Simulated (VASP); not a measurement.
Here is a VASP 6.6.1 calculation.

The input INCAR:

```
SYSTEM = BN
ALGO     = Normal         ! electronic algorithm
EDIFF    = 1E-7           ! SCF threshold, eV
ENCUT    = 520            ! plane-wave cutoff, eV
GGA      = PS             ! functional
ISIF     = 2              ! what is computed and relaxed
ISMEAR   = 0              ! smearing method
LASPH    = .True.         ! aspherical terms in the spheres
LCHARG   = .False.        ! write CHGCAR
LREAL    = .False.        ! projectors in reciprocal space
LWAVE    = .False.        ! write WAVECAR
NBANDS   = 16             ! bands
NELM     = 60             ! most SCF steps
PREC     = Accurate       ! precision mode
SIGMA    = 0.02           ! smearing width, eV
```

File KPOINTS:

```
k-points
0
Gamma
  9 9 6
  0 0 0
```

POSCAR

```
BN
1.0
    2.5024521521      0.0000000000      0.0000000000
   -1.2512260761      2.1671871355      0.0000000000
    0.0000000000      0.0000000000      4.2404782105
B N
2 2
Direct
    0.3333333333      0.6666666667      0.0000524645
    0.6666666667      0.3333333333      0.5000524645
    0.3333333333      0.6666666667      0.3739475355
    0.6666666667      0.3333333333      0.8739475355
```

Potentials or basis: VASP PAW PBE potentials, release 64 (B, N).

Command:

```console
$ cat potpaw_PBE.64/B/POTCAR potpaw_PBE.64/N/POTCAR > POTCAR
$ mpirun -np 1 vasp_std > vasp.out
```

Task: Estimate the largest force.

Result: 0.012 eV/Å.

Task: Estimate the pressure.

Result: 9.6 GPa.

Task: What does it give for the band gap on the k mesh?

Result: 4.78 eV, indirect (least direct gap 7.90 eV).

Forces on the atoms (eV/Å):
```
B    0.000  0.000  0.012
B    0.000  0.000  0.012
N    0.000  0.000 -0.012
N    0.000  0.000 -0.012
```

Caveat: the cell differs from its parent crystal (strained cell); the PAW data sets were made with another functional, which shifts forces and pressure a little. A k mesh can miss the band edges.
